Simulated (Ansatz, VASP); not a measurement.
## GaSb3 in VASP and in Ansatz

```
Ga Sb
1.0
     0.00000    3.64789    3.64789
     3.64789    0.00000    3.64789
     3.64789    3.64789    0.00000
Ga Sb
1 3
Cartesian
  0.0000 0.0000 0.1000
  1.8239 1.8239 1.8239
  5.4718 5.4718 5.4718
  3.6479 3.6479 3.6479
```

Alike in both runs: task single point; functional PBE; dispersion D3(BJ); k mesh 12 × 12 × 12; occupations gaussian, width 0.15 eV; no spin polarisation.

|  | VASP | Ansatz |
| --- | --- | --- |
| version | VASP 6.6.1 | Ansatz 0.2.0 |
| potentials or method | VASP PAW PBE potentials, release 64 (Ga_d, Sb), cutoff 520 eV | scalar-relativistic, plane waves, PAW |
| valence electrons in the cell | 28 | 58 |

|  | VASP | Ansatz | Ansatz less VASP |
| --- | --- | --- | --- |
| gap on the k mesh at the Fermi level (eV) | none | none | - |
| pressure (GPa) | 0.4 | 0.4 | +0.06 |
| rms of the force components (eV/Å) | 0.063 | 0.062 | -0.0004 |

Atom by atom the forces differ by 0.000 eV/Å (rms over components). A gap of «none» marks a metal or a gap that the smearing closes. VASP's potentials hold 28 valence electrons a cell and Ansatz's 58, so a difference there can come from the potentials and not from the codes.

Neither program's run includes spin-orbit coupling.
